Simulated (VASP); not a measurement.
A run of VASP 6.6.1:

INCAR

```
PREC     = Accurate       # precision mode
ENCUT    = 520            # plane-wave cutoff, eV
EDIFF    = 1E-6           # SCF threshold, eV
ISMEAR   = 0              # smearing method
SIGMA    = 0.05           # smearing width, eV
LREAL    = False          # projectors in reciprocal space
LASPH    = True           # aspherical terms in the spheres
NELM     = 100            # most SCF steps
ALGO     = Normal         # electronic algorithm
ISIF     = 2              # what is computed and relaxed
LWAVE    = False          # write WAVECAR
LCHARG   = False          # write CHGCAR
GGA      = PE             # functional
NBANDS   = 26             # bands
```

KPOINTS

```
regular mesh
0
Gamma
  12 12 4
```

The input POSCAR:

```
C
1.0
    2.5431986764      0.0000000000      0.0000000000
   -1.2715993382      2.2024746606      0.0000000000
    0.0000000000      0.0000000000      8.3045881819
C
8
Direct
    0.0000000000      0.0000000000      0.0929681641
    0.0000000000      0.0000000000      0.5929681641
    0.0000000000      0.0000000000      0.4070318359
    0.0000000000      0.0000000000      0.9070318359
    0.3333333333      0.6666666667      0.1555285626
    0.6666666667      0.3333333333      0.6555285626
    0.3333333333      0.6666666667      0.3444714374
    0.6666666667      0.3333333333      0.8444714374
```

Potentials or basis: VASP PAW PBE potentials, release 64 (C).

Launch:

```console
$ cat potpaw_PBE.64/C/POTCAR > POTCAR
$ mpirun -np 1 vasp_std > vasp.out
```

Hardware: 1 thread of Intel(R) Xeon(R) Platinum 8259CL CPU @ 2.50GHz (Skylake/Cascade Lake), on a shared host.

Problem. Estimate the wall time of this run.

Solution. Wall time 61 s on 1 thread of Intel(R) Xeon(R) Platinum 8259CL CPU @ 2.50GHz (Skylake/Cascade Lake), on a shared host, peak memory 0.18 GiB. Counts: scf iterations 12, k points 57.
